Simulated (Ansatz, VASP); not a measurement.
**One calculation of Sb, two programs**

Contents of INCAR:

```
PREC = Accurate
ENCUT = 520
EDIFF = 1E-8
ISMEAR = -1
SIGMA = 0.05
LREAL = F
LASPH = T
NELM = 60
ALGO = Normal
ISIF = 2
LWAVE = F
LCHARG = F
GGA = PE
LEFG = T
NBANDS = 12
```

KPOINTS

```
regular mesh
0
Gamma
  12 12 7
```

File POSCAR:

```
Sb
1.0
    3.3234675684      0.0000000000      0.0000000000
   -1.6617337843      2.8782073429      0.0000000000
    0.0000000000      0.0000000000      5.2579641425
Sb
2
Direct
    0.3333333333      0.6666666667      0.2500000000
    0.6666666667      0.3333333333      0.7500000000
```

Input for Ansatz:

```yaml
crystal:
  lattice:
    - [3.3234675684, 0.0, 0.0]
    - [-1.6617337843, 2.8782073429, 0.0]
    - [0.0, 0.0, 5.2579641425]
  atoms:
    - { symbol: Sb, position: [0.3333333333, 0.6666666667, 0.25] }
    - { symbol: Sb, position: [0.6666666667, 0.3333333333, 0.75] }
kpoints:
  mp_grid: { grid: [12, 12, 7] }
scf:
  occupations: { method: fermi_dirac, width: 0.05 }
hamiltonian:
  xc: pbe
  pseudopotentials: { kind: all_electron, datasets: crystal }
output:
  forces: true
  stress: true
  eigenvalues: true
  efg: { contact_densities: true }
```

Change from the starting cell: volume scaled by 0.96, crystal datasets.

Alike in both runs: task electric field gradients; functional PBE; k mesh 12 × 12 × 7; occupations fermi-dirac, width 0.05 eV; no spin polarisation.

|  | VASP | Ansatz |
| --- | --- | --- |
| version | VASP 6.6.1 | Ansatz 0.2.0 |
| potentials or method | VASP PAW PBE potentials, release 64 (Sb), cutoff 520 eV | all-electron PAW with datasets made for the crystal, scalar-relativistic |

Ansatz gave:

| Quantity | Value |
| --- | --- |
| pressure (GPa) | 6.3 |
| traceless stress, the component that is largest in VASP (GPa) | -0.76 |
| size of Vzz on the site where it differs most (V/Å²) | 20.8 |

Question: Estimate VASP's values.

Answer: Pressure (GPa): 6.1; traceless stress, the component that is largest in VASP (GPa): -0.76; size of Vzz on the site where it differs most (V/Å²): 19.3.

Ansatz ran all-electron here, and VASP with PAW potentials.

Neither program's run includes spin-orbit coupling.
